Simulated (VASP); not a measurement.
The system is SiB6.

```
CELL_PARAMETERS angstrom
4.13710 0.00000 0.00000
0.00000 4.13710 0.00000
0.00000 0.00000 4.13710
ATOMIC_POSITIONS crystal
B 0.21000 0.50000 0.50000
B 0.50000 0.21000 0.50000
B 0.79000 0.50000 0.50000
B 0.50000 0.79000 0.50000
B 0.50000 0.50000 0.21000
B 0.50000 0.50000 0.79000
Si 0.00000 0.00000 0.00000
```

```yaml
Program: VASP 6.6.1
Task: relaxation of cell and atoms
Functional: PBE
Potentials_or_basis: VASP PAW PBE potentials, release 64 (B, Si)
Cutoff: 600 eV
k_mesh: 6 × 6 × 6
Occupations: fermi-dirac, width 0.1 eV
Spin: no spin polarisation
```

At the start: pressure 3.2 GPa; volume 10.12 Å³/atom.

**Question.** How do energy, volume and symmetry change on relaxing?

**Answer.** Over 10 steps the energy falls by 46.9 meV/atom and the volume is 10.09 Å³/atom (-0.2 %); space group Pm-3m (No. 221, to 0.05 Å).

The path:
```csv
step,energy change (eV),largest force (eV/Å),pressure (GPa),volume (Å³)
1,0.0000,2.6547,3.23,70.81
2,1.2669,6.1712,-1.98,72.92
3,-0.3233,0.0695,-1.82,71.48
4,-0.3237,0.0249,-1.70,71.45
5,-0.3236,0.0764,-1.64,71.44
6,-0.3282,0.0031,0.27,70.49
7,-0.3283,0.0125,0.03,70.61
8,-0.3283,0.0139,-0.01,70.63
9,-0.3283,0.0214,-0.07,70.65
10,-0.3283,0.0009,-0.03,70.63
```

Final structure:
```yaml
crystal:
  lattice:
    - [4.13371, 0.00000, 0.00000]
    - [0.00000, 4.13371, 0.00000]
    - [0.00000, 0.00000, 4.13371]
  atoms:
    - { symbol: B, position: [0.20005, 0.50000, 0.50000] }
    - { symbol: B, position: [0.50000, 0.20005, 0.50000] }
    - { symbol: B, position: [0.79995, 0.50000, 0.50000] }
    - { symbol: B, position: [0.50000, 0.79995, 0.50000] }
    - { symbol: B, position: [0.50000, 0.50000, 0.20005] }
    - { symbol: B, position: [0.50000, 0.50000, 0.79995] }
    - { symbol: Si, position: [0.00000, 0.00000, 0.00000] }
```
